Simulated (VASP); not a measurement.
Write the native input for VASP 6.6.1 that does the following.

```yaml
Task: single point
Functional: LDA
Potentials_or_basis: VASP PAW LDA potentials, release 64 (Ni, H)
Cutoff: 520 eV
k_mesh: 18 × 18 × 10
Occupations: fermi-dirac, width 0.15 eV
Spin: no spin polarisation
Dipole_correction: no
Further_INCAR_settings: ALGO = Fast; EDIFF = 1e-06; NBANDS = 18
```

The structure of Ni2H lies in POSCAR:

```
Ni2H
1.0
    2.4909003073      0.0000000000      0.0000000000
   -1.2454501537      2.1571829444      0.0000000000
    0.0000000000      0.0000000000      4.1176947810
Ni H
2 1
Direct
    0.6666666667      0.3333333333      0.7684489038
    0.3333333333      0.6666666667      0.2875510962
    0.0000000000      0.0000000000      0.0280000000
```

The input as run:

INCAR

```
ALGO = Fast ; EDIFF = 1E-6
ENCUT = 520 ; ISIF = 2
ISMEAR = -1 ; LASPH = T
LCHARG = F ; LREAL = F
LWAVE = F ; NBANDS = 18
NELM = 60 ; PREC = Accurate
SIGMA = 0.15
```

KPOINTS

```
k-points
0
Gamma
  18 18 10
```

Potentials or basis: VASP PAW LDA potentials, release 64 (Ni, H).

The run is started by

```bash
$ cat potpaw_LDA.64/Ni/POTCAR potpaw_LDA.64/H/POTCAR > POTCAR
$ mpirun -np 1 vasp_std > vasp.out
```

It gave:

```yaml
Pressure: -0.1 GPa
Largest_force: 0.014 eV/Å
Band_gap_on_the_k_mesh: zero (an odd number of electrons rules out a gap without spin polarisation)
```

Run time: 2.7 min on 1 thread of Oxide Virtual Turin-like Processor, on a shared host, peak memory 0.19 GiB.
